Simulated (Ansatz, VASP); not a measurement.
## C in VASP and in Ansatz

File POSCAR:

```
C
1.0
    0.0000000000      1.8335278668      1.8335278668
    1.8335278668      0.0000000000      1.8335278668
    1.8335278668      1.8335278668      0.0000000000
C
2
Direct
    0.0000000000      0.0000000000      0.0000000000
    0.2500000000      0.2500000000      0.2500000000
```

File INCAR.step1:

```
SYSTEM = C
PREC     = Accurate       ! precision mode
ENCUT    = 520            ! plane-wave cutoff, eV
EDIFF    = 1E-5           ! SCF threshold, eV
ISMEAR   = 0              ! smearing method
SIGMA    = 0.01           ! smearing width, eV
LREAL    = .FALSE.        ! projectors in reciprocal space
LASPH    = .TRUE.         ! aspherical terms in the spheres
NELM     = 100            ! most SCF steps
ALGO     = Normal         ! electronic algorithm
ISIF     = 2              ! what is computed and relaxed
LWAVE    = .TRUE.         ! write WAVECAR
LCHARG   = .FALSE.        ! write CHGCAR
GGA      = PE             ! functional
NBANDS   = 11             ! bands
```

File INCAR.step2:

```
SYSTEM = C
PREC     = Accurate       ! precision mode
ENCUT    = 520            ! plane-wave cutoff, eV
EDIFF    = 1E-7           ! SCF threshold, eV
ISMEAR   = 0              ! smearing method
SIGMA    = 0.01           ! smearing width, eV
LREAL    = .FALSE.        ! projectors in reciprocal space
LASPH    = .TRUE.         ! aspherical terms in the spheres
NELM     = 100            ! most SCF steps
ALGO     = Normal         ! electronic algorithm
ISIF     = 2              ! what is computed and relaxed
LWAVE    = .FALSE.        ! write WAVECAR
LCHARG   = .FALSE.        ! write CHGCAR
GGA      = PE             ! functional
LHFCALC  = .TRUE.         ! exact exchange
HFSCREEN = 0.2079         ! screening, 1/A
PRECFOCK = Normal       
ISTART   = 1            
NBANDS   = 11             ! bands
```

Contents of KPOINTS:

```
Automatic mesh
0
G
  8 8 8
  0 0 0
```

Input for Ansatz:

```yaml
crystal:
  lattice:
    - [0.0, 1.8335278668, 1.8335278668]
    - [1.8335278668, 0.0, 1.8335278668]
    - [1.8335278668, 1.8335278668, 0.0]
  atoms:
    - { symbol: C, position: [0.0, 0.0, 0.0] }
    - { symbol: C, position: [0.25, 0.25, 0.25] }
kpoints:
  mp_grid: { grid: [8, 8, 8] }
  band_path:
    path:
      - [0.0, 0.0, 0.0]
      - [0.5, 0.0, 0.5]
      - [0.625, 0.25, 0.625]
      - [0.375, 0.375, 0.75]
      - [0.5, 0.5, 0.5]
      - [0.5, 0.25, 0.75]
      - [0.0, 0.360677, 0.360677]
    npoints: 1
hamiltonian:
  xc: hse06
scf:
  occupations: { method: fixed }
  n_extra_bands: 4
output:
  forces: true
  stress: true
  eigenvalues: true
```

Change from the starting cell: hydrostatic strain +3.0%.

Alike in both runs: task single point; functional HSE06; k mesh 8 × 8 × 8; no spin polarisation.

|  | VASP | Ansatz |
| --- | --- | --- |
| version | VASP 6.6.1 | Ansatz 0.2.0 |
| potentials or method | VASP PAW PBE potentials, release 64 (C) | plane waves, PAW |
| plane-wave cutoff (eV) | 520 | 420 |
| occupations | gaussian, width 0.01 eV | fixed |
| valence electrons in the cell | 8 | 8 |

|  | VASP | Ansatz | Ansatz less VASP |
| --- | --- | --- | --- |
| gap on the k mesh at the Fermi level (eV) | 5.08 | 5.09 | +0.011 |
| pressure (GPa) | -39.0 | -39.5 | -0.53 |

Both programs put the cell under strong tension, so it lies far from rest at this level. Ansatz's warnings: stress exchange threshold loose, stress scf threshold loose.

Noted on VASP's run: the cell as given lies far from equilibrium.
